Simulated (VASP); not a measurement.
# Hf (Im-3m) in VASP: equation of state with revPBE

Aim: the equation of state of Hf with revPBE.

All numbers are computed with VASP 6.6.1; they aren't measurements. Logs are shortened: lines on timing, memory, paths and dates and some standing lists are left out, and cuts for length are marked.

### 1 The cell of the first run

The structure is cubic, space group Im-3m (No. 229). Conventional cell: a = 3.610 Å, b = 3.610 Å, c = 3.610 Å, α = 90.00°, β = 90.00°, γ = 90.00°. Hf (site symmetry m-3m) has 14 Hf at 3.13 to 3.61 Å within 4.1 Å.

This isn't the form of Hf at room conditions, which is hcp.

### 2 Equation of state, revPBE

The input, POSCAR.step1:

```
Hf
1.0
   -1.7491390556      1.7491390556      1.7491390556
    1.7491390556     -1.7491390556      1.7491390556
    1.7491390556      1.7491390556     -1.7491390556
Hf
1
Direct
    0.0000000000      0.0000000000      0.0000000000
```

The input, POSCAR.step2:

```
Hf
1.0
   -1.7681529262      1.7681529262      1.7681529262
    1.7681529262     -1.7681529262      1.7681529262
    1.7681529262      1.7681529262     -1.7681529262
Hf
1
Direct
    0.0000000000      0.0000000000      0.0000000000
```

The input, POSCAR.step3:

```
Hf
1.0
   -1.7867664301      1.7867664301      1.7867664301
    1.7867664301     -1.7867664301      1.7867664301
    1.7867664301      1.7867664301     -1.7867664301
Hf
1
Direct
    0.0000000000      0.0000000000      0.0000000000
```

The input, POSCAR.step4:

```
Hf
1.0
   -1.8050000000      1.8050000000      1.8050000000
    1.8050000000     -1.8050000000      1.8050000000
    1.8050000000      1.8050000000     -1.8050000000
Hf
1
Direct
    0.0000000000      0.0000000000      0.0000000000
```

The input, POSCAR.step5:

```
Hf
1.0
   -1.8228724495      1.8228724495      1.8228724495
    1.8228724495     -1.8228724495      1.8228724495
    1.8228724495      1.8228724495     -1.8228724495
Hf
1
Direct
    0.0000000000      0.0000000000      0.0000000000
```

The input, POSCAR.step6:

```
Hf
1.0
   -1.8404011445      1.8404011445      1.8404011445
    1.8404011445     -1.8404011445      1.8404011445
    1.8404011445      1.8404011445     -1.8404011445
Hf
1
Direct
    0.0000000000      0.0000000000      0.0000000000
```

The input, POSCAR.step7:

```
Hf
1.0
   -1.8576021522      1.8576021522      1.8576021522
    1.8576021522     -1.8576021522      1.8576021522
    1.8576021522      1.8576021522     -1.8576021522
Hf
1
Direct
    0.0000000000      0.0000000000      0.0000000000
```

The input, INCAR:

```
SYSTEM = Hf
ALGO     = Normal         ! electronic algorithm
EDIFF    = 1E-7           ! SCF threshold, eV
ENCUT    = 580            ! plane-wave cutoff, eV
GGA      = RE             ! functional
GGA_COMPAT= .False.      
ISIF     = 2              ! what is computed and relaxed
ISMEAR   = 1              ! smearing method
LASPH    = .True.         ! aspherical terms in the spheres
LCHARG   = .False.        ! write CHGCAR
LREAL    = .False.        ! projectors in reciprocal space
LWAVE    = .False.        ! write WAVECAR
NELM     = 120            ! most SCF steps
NSW      = 0              ! ionic steps
PREC     = Accurate       ! precision mode
SIGMA    = 0.05           ! smearing width, eV
```

The input, KPOINTS:

```
Automatic mesh
0
Gamma
  20 20 20
  0 0 0
```

Potentials or basis: VASP PAW PBE potentials, release 64 (Hf_pv).

Started as:

```
$ cat potpaw_PBE.64/Hf_pv/POTCAR > POTCAR
$ cp POSCAR.step1 POSCAR
$ mpirun -np 1 vasp_std > vasp.out
$ cp POSCAR.step2 POSCAR
$ mpirun -np 1 vasp_std > vasp.out
$ cp POSCAR.step3 POSCAR
$ mpirun -np 1 vasp_std > vasp.out
$ cp POSCAR.step4 POSCAR
$ mpirun -np 1 vasp_std > vasp.out
$ cp POSCAR.step5 POSCAR
$ mpirun -np 1 vasp_std > vasp.out
$ cp POSCAR.step6 POSCAR
$ mpirun -np 1 vasp_std > vasp.out
$ cp POSCAR.step7 POSCAR
$ mpirun -np 1 vasp_std > vasp.out
```

OUTCAR:

```text
SYSTEM = Hf
   EDIFF = 1E-7
   ENCUT = 580
   GGA = RE
   ISIF = 2
   ISMEAR = 1
   LASPH = .True.
   LREAL = .False.
   NELM = 120
   NSW = 0
   PREC = Accurate

 ion  position               nearest neighbor table
   1  0.000  0.000  0.000-

  LATTYP: Found a body centered cubic cell.
 ALAT       =     3.7152043044

  Lattice vectors:

 A1 = (  -1.8576021522,   1.8576021522,   1.8576021522)
 A2 = (   1.8576021522,  -1.8576021522,   1.8576021522)
 A3 = (   1.8576021522,   1.8576021522,  -1.8576021522)

Analysis of symmetry for initial positions (statically):
=====================================================================
 Subroutine PRICEL returns:
 Original cell was already a primitive cell.

 Routine SETGRP: Setting up the symmetry group for a
 body centered cubic supercell.

 Subroutine GETGRP returns: Found 48 space group operations
 (whereof 48 operations were pure point group operations)
 out of a pool of 48 trial point group operations.

The static configuration has the point symmetry O_h .

Analysis of symmetry for dynamics (positions and initial velocities):
=====================================================================
 Subroutine PRICEL returns:
 Original cell was already a primitive cell.

 Routine SETGRP: Setting up the symmetry group for a
 body centered cubic supercell.

 Subroutine GETGRP returns: Found 48 space group operations
 (whereof 48 operations were pure point group operations)
 out of a pool of 48 trial point group operations.

The dynamic configuration has the point symmetry O_h .

 Subroutine INISYM returns: Found 48 space group operations
 (whereof 48 operations are pure point group operations),
 and found     1 'primitive' translations

----------------------------------------------------------------------------------------

                                     Primitive cell

  volume of cell :      25.6400

  direct lattice vectors                    reciprocal lattice vectors
    -1.857602152  1.857602152  1.857602152     0.000000000  0.269164201  0.269164201
     1.857602152 -1.857602152  1.857602152     0.269164201  0.000000000  0.269164201
     1.857602152  1.857602152 -1.857602152     0.269164201  0.269164201  0.000000000

  length of vectors
     3.217461308  3.217461308  3.217461308     0.380655664  0.380655664  0.380655664

  position of ions in fractional coordinates (direct lattice)
     0.000000000  0.000000000  0.000000000

  ion indices of the primitive-cell ions
   primitive index   ion index
                 1           1

----------------------------------------------------------------------------------------

 KPOINTS: Automatic mesh

Automatic generation of k-mesh.
 Grid dimensions read from file:
 generate k-points for:   20   20   20

 Generating k-lattice:

  Cartesian coordinates                     Fractional coordinates (reciprocal lattice)
     0.000000000  0.013458210  0.013458210     0.050000000  0.000000000  0.000000000
     0.013458210  0.000000000  0.013458210     0.000000000  0.050000000  0.000000000
     0.013458210  0.013458210  0.000000000     0.000000000  0.000000000  0.050000000

  Length of vectors
     0.019032783  0.019032783  0.019032783

  Shift w.r.t. Gamma in fractional coordinates (k-lattice)
     0.000000000  0.000000000  0.000000000

 Subroutine IBZKPT returns following result:
 ===========================================

 Found    256 irreducible k-points:

 Following reciprocal coordinates:
            Coordinates               Weight
  0.000000  0.000000  0.000000      1.000000
  0.050000  0.000000  0.000000     12.000000
  0.100000  0.000000  0.000000     12.000000
  0.150000  0.000000  0.000000     12.000000
  0.200000  0.000000  0.000000     12.000000
  0.250000  0.000000  0.000000     12.000000
[... 16 lines left out ...]
  0.200000  0.100000  0.000000     48.000000
  0.250000  0.100000  0.000000     48.000000
 [... further k-points ...]
   k-points           NKPTS =    256   k-points in BZ     NKDIM =    256   number of bands    NBANDS=      9
   number of dos      NEDOS =    301   number of ions     NIONS =      1
   total plane-waves  NPLWV =  21952
   dimension x,y,z NGX =    28 NGY =   28 NGZ =   28
   dimension x,y,z NGXF=    56 NGYF=   56 NGZF=   56
   ions per type =               1
   NGX,Y,Z   is equivalent  to a cutoff of  14.47, 14.47, 14.47 a.u.
   NGXF,Y,Z  is equivalent  to a cutoff of  28.94, 28.94, 28.94 a.u.
 SYSTEM =  Hf
   PREC   = accura    normal or accurate (medium, high low for compatibility)
   ISTART =      0    job   : 0-new  1-cont  2-samecut
   ICHARG =      2    charge: 1-file 2-atom 10-const
   ISPIN  =      1    spin polarized calculation?
   LNONCOLLINEAR =      F non collinear calculations
   LSORBIT =      F    spin-orbit coupling
   LASPH  =      T    aspherical Exc in radial PAW
   ENCUT  =  580.0 eV  42.63 Ry    6.53 a.u.   6.32  6.32  6.32*2*pi/ulx,y,z
   NELM   =    120;   NELMIN=  2; NELMDL=  0     # of ELM steps
   EDIFF  = 0.1E-06   stopping-criterion for ELM
   LREAL  =      F    real-space projection
   EDIFFG = 0.1E-05   stopping-criterion for IOM
   NSW    =      0    number of steps for IOM
   IBRION =     -1    ionic relax: 0-MD 1-quasi-New 2-CG
   NFREE  =      0    steps in history (QN), initial steepest desc. (CG)
   ISIF   =      2    stress and relaxation
   ISYM   =      2    0-nonsym 1-usesym 2-fastsym
   POTIM  = 0.5000    time-step for ionic-motion
   TEBEG  =    0.0;   TEEND  =   0.0 temperature during run

   SCALEE = 1.0000    scale energy and forces
   PSTRESS=    0.0 pullay stress
   NELECT =      10.0000    total number of electrons
   NUPDOWN=      -1.0000    fix difference up-down
   EMIN   =  10.00;   EMAX   =-10.00  energy-range for DOS
   EFERMI =   0.00;   METHOD = LEGACY
   ISMEAR =     1;   SIGMA  =   0.05  broadening in eV -4-tet -1-fermi 0-gaus
   EFERMI_NEDOS =   21; number of points for ismear=-14 and -15
   IALGO  =     38    algorithm
   IMIX   =      4    mixing-type and parameters
     AMIX     =   0.40;   BMIX     =  1.00
     AMIX_MAG =   1.60;   BMIX_MAG =  1.00
  volume/ion in A,a.u.               =      25.64       173.03
  Fermi-wavevector in a.u.,A,eV,Ry     =   1.196104  2.260308 19.465363  1.430664
  Thomas-Fermi vector in A             =   2.332052
   LORBIT       =      0    0 simple, 1 ext, 2 COOP (PROOUT), +10 PAW based schemes
   GGA     = RE    functional components
   LHFCALC =     F    Hartree Fock is set to
   AEXX    =    0.0000 exact exchange contribution
   IVDW    =     0    specifies the selected vdW correction
   LEPSILON=     F    determine dielectric tensor
   LRPA    =     F    only Hartree local field effects (RPA)

   CSHIFT  =0.1000    complex shift for real part using Kramers Kronig

   OMEGAMAX=  -1.0    maximum frequency
 non-spin polarized calculation
 Methfessel and Paxton  Order N= 1 SIGMA  =   0.05
  energy-cutoff  :      580.00
  volume of cell :       25.64
 maximum number of plane-waves:       856
 NGX is ok and might be reduce to    28
   NGX = 13   NGY = 13   NGZ = 13

 number of electron      10.0000000 magnetization

 Free energy of the ion-electron system (eV)
  ---------------------------------------------------
  ext. energy  EPLUGINS =         0.00000000
  ---------------------------------------------------
  free energy    TOTEN  =        -9.30060106 eV

  energy without entropy =       -9.30055366  energy(sigma->0) =       -9.30058526

 E-fermi :   3.7926     XC(G=0): -10.6349

 val. band max:        3.7916287306   @ k =  -0.4000  -0.4500   0.1000
 cond. band min:       3.8064589903   @ k =  -0.3000   0.3500   0.1000
 fundamental gap:      0.0148302598
 Fermi energy:         3.7926491838

 k-point     1 :       0.0000    0.0000    0.0000
  band No.  band energies     occupation
      1     -26.6349      2.00000
      2     -26.6349      2.00000
      3     -26.6349      2.00000
      4      -2.8086      2.00000
      5       5.1954      0.00000
      6       5.1954      0.00000
      7       5.1954      0.00000
      8       7.5941      0.00000
      9       7.5941      0.00000

 k-point     2 :       0.0500    0.0000    0.0000
  band No.  band energies     occupation
      1     -26.6479      2.00000
      2     -26.6391      2.00000
      3     -26.6349      2.00000
      4      -2.7292      2.00000
      5       5.1407      0.00000
      6       5.1755      0.00000
      7       5.2718      0.00000
      8       7.5061      0.00000
      9       7.5938      0.00000

 k-point     3 :       0.1000    0.0000    0.0000
  band No.  band energies     occupation
      1     -26.6854      2.00000
      2     -26.6514      2.00000
      3     -26.6349      2.00000
      4      -2.4954      2.00000
      5       4.9873      0.00000
      6       5.0975      0.00000
      7       5.4993      0.00000
      8       7.3066      0.00000
      9       7.5969      0.00000

 k-point     4 :       0.1500    0.0000    0.0000
  band No.  band energies     occupation
      1     -26.7433      2.00000
      2     -26.6703      2.00000
      3     -26.6349      2.00000
      4      -2.1197      2.00000
      5       4.7629     -0.00000
      6       4.9227      0.00000
      7       5.8731      0.00000
      8       7.1337      0.00000
      9       7.6126      0.00000

 k-point     5 :       0.2000    0.0000    0.0000
  band No.  band energies     occupation
      1     -26.8152      2.00000
      2     -26.6941      2.00000
      3     -26.6350      2.00000
      4      -1.6253      2.00000
      5       4.5012     -0.00000
      6       4.6472     -0.00000
      7       6.3845      0.00000
      8       7.0831      0.00000
      9       7.6520      0.00000

 k-point     6 :       0.2500    0.0000    0.0000
  band No.  band energies     occupation
      1     -26.8939      2.00000
      2     -26.7204      2.00000
      3     -26.6350      2.00000
      4      -1.0488      2.00000
      5       4.2338     -0.00000
      6       4.3375     -0.00000
      7       7.0193      0.00000
      8       7.1506      0.00000
      9       7.7234      0.00000
[... 169 lines left out ...]
 k-point    21 :       0.1000    0.1000    0.0000
  band No.  band energies     occupation
      1     -26.7750      2.00000
      2     -26.6694      2.00000
      3     -26.6471      2.00000
      4      -1.9000      2.00000
      5       4.6974     -0.00000
      6       4.7429     -0.00000
      7       6.1292      0.00000
      8       6.9658      0.00000
      9       7.7261      0.00000

 k-point    22 :       0.1500    0.1000   -0.0000
  band No.  band energies     occupation
      1     -26.8397      2.00000
      2     -26.6920      2.00000
      3     -26.6506      2.00000
      4      -1.4141      2.00000
      5       4.4465     -0.00000
      6       4.4842     -0.00000
      7       6.6495      0.00000
      8       6.8863      0.00000
      9       7.8294      0.00000

 k-point    23 :       0.2000    0.1000    0.0000
  band No.  band energies     occupation
      1     -26.9092      2.00000
      2     -26.7206      2.00000
      3     -26.6521      2.00000
      4      -0.8431      2.00000
      5       4.1531     -0.00000
      6       4.2329     -0.00000
      7       6.9214      0.00000
      8       7.2960      0.00000
      9       7.9306      0.00000

 k-point    24 :       0.2500    0.1000    0.0000
  band No.  band energies     occupation
      1     -26.9770      2.00000
      2     -26.7505      2.00000
      3     -26.6529      2.00000
      4      -0.2401      2.00000
      5       3.8926     -0.01600
      6       4.0172     -0.00000
      7       7.0538      0.00000
      8       8.0023      0.00000
      9       8.0440      0.00000

 [... further k-points ...]

------------------------ aborting loop because EDIFF is reached ----------------------------------------

  FORCE on cell =-STRESS in cart. coord.  units (eV):
  Direction    XX          YY          ZZ          XY          YZ          ZX
  --------------------------------------------------------------------------------------
  -------------------------------------------------------------------------------------
  Total       -1.5582829     -1.5582829     -1.5582829      0.0000000     -0.0000000     -0.0000000
  in kB      -97.3730537    -97.3730537    -97.3730537      0.0000000     -0.0000000     -0.0000000
  external PRESSURE =     -97.3730537 kB  Pullay stress =       0.0000000 kB

 VOLUME and BASIS-vectors are now :
 -----------------------------------------------------------------------------
  energy-cutoff  :      580.00
  volume of cell :       25.64
      direct lattice vectors                 reciprocal lattice vectors
    -1.857602152  1.857602152  1.857602152     0.000000000  0.269164201  0.269164201
     1.857602152 -1.857602152  1.857602152     0.269164201  0.000000000  0.269164201
     1.857602152  1.857602152 -1.857602152     0.269164201  0.269164201  0.000000000

 POSITION                                       TOTAL-FORCE (eV/Angst)
 -----------------------------------------------------------------------------------
      0.00000      0.00000      0.00000        -0.000000      0.000000     -0.000000
 -----------------------------------------------------------------------------------
    total drift:                                0.000000     -0.000000     -0.000000

  FREE ENERGIE OF THE ION-ELECTRON SYSTEM (eV)
  ---------------------------------------------------
  free  energy   TOTEN  =        -9.3006010569 eV

  energy  without entropy=       -9.3005536574  energy(sigma->0) =       -9.30058526
```

Wall time 6.2 min (1 thread of Intel Xeon Platinum 8259CL at 2.50GHz (Skylake/Cascade Lake), shared host); peak memory 0.22 GiB.

What came out:

| Property | Result |
| --- | --- |
| Equilibrium volume | 22.68 Å³/atom |
| Bulk modulus | 98 GPa |
| Pressure derivative of the bulk modulus | 3.5 |

Energy against volume, from the lowest point:
```tsv
volume (Å³/atom)	energy (meV/atom)
21.406	23.32
22.112	4.15
22.817	0.00
23.523	8.92
24.229	29.09
24.934	59.20
25.640	97.98
```

Caveat: the PAW data sets were made with another functional, which shifts forces and pressure a little; spin-orbit coupling is left out, which moves the levels of the heavy elements.
